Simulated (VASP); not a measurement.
Write the native input for VASP 6.6.1 that does the following.

```
Task                   : single point
Functional             : PBE
Potentials or basis    : VASP PAW PBE potentials, release 64 (Al, Ru_pv)
Cutoff                 : 520 eV
k mesh                 : 7 × 7 × 2
Occupations            : gaussian, width 0.2 eV
Spin                   : no spin polarisation
Dipole correction      : no
Further INCAR settings : ALGO = Normal; EDIFF = 1e-06; NBANDS = 46
```

The structure of AlRu5 lies in POSCAR:

```
AlRu5
1.0
    2.7563183670      0.0000000000      0.0000000000
   -1.3781591835      2.3870417267      0.0000000000
    0.0000000000      0.0000000000     12.6323957926
Al Ru
1 5
Direct
    0.0000000000      0.0000000000      0.0000000000
    0.3333333333      0.6666666667      0.1654721582
    0.0000000000      0.0000000000      0.3325971088
    0.3333333333      0.6666666667      0.5000000000
    0.3333333333      0.6666666667      0.8345278418
    0.0000000000      0.0000000000      0.6674028912
```

These files were run (other wordings do the same):

INCAR

```
PREC     = Accurate       # precision mode
ENCUT    = 520            # plane-wave cutoff, eV
EDIFF    = 1E-6           # SCF threshold, eV
ISMEAR   = 0              # smearing method
SIGMA    = 0.2            # smearing width, eV
LREAL    = F              # projectors in reciprocal space
LASPH    = T              # aspherical terms in the spheres
NELM     = 80             # most SCF steps
ALGO     = Normal         # electronic algorithm
ISIF     = 2              # what is computed and relaxed
LWAVE    = F              # write WAVECAR
LCHARG   = F              # write CHGCAR
GGA      = PE             # functional
NBANDS   = 46             # bands
```

KPOINTS

```
Automatic mesh
0
Gamma
  7 7 2
```

Potentials or basis: VASP PAW PBE potentials, release 64 (Al, Ru_pv).

The run is started by

```sh
$ cat potpaw_PBE.64/Al/POTCAR potpaw_PBE.64/Ru_pv/POTCAR > POTCAR
$ mpirun -np 1 vasp_std > vasp.out
```

It gave:

- Pressure: -0.1 GPa
- Largest force: 0.007 eV/Å
- Band gap on the k mesh: zero (an odd number of electrons rules out a gap without spin polarisation)

Caveat: the k points lie up to 0.38 Å⁻¹ apart, too coarse for converged energies and pressures of a metal.

Run time: 65 s on 1 thread of Intel Xeon 8259CL, on a shared host, peak memory 0.21 GiB.
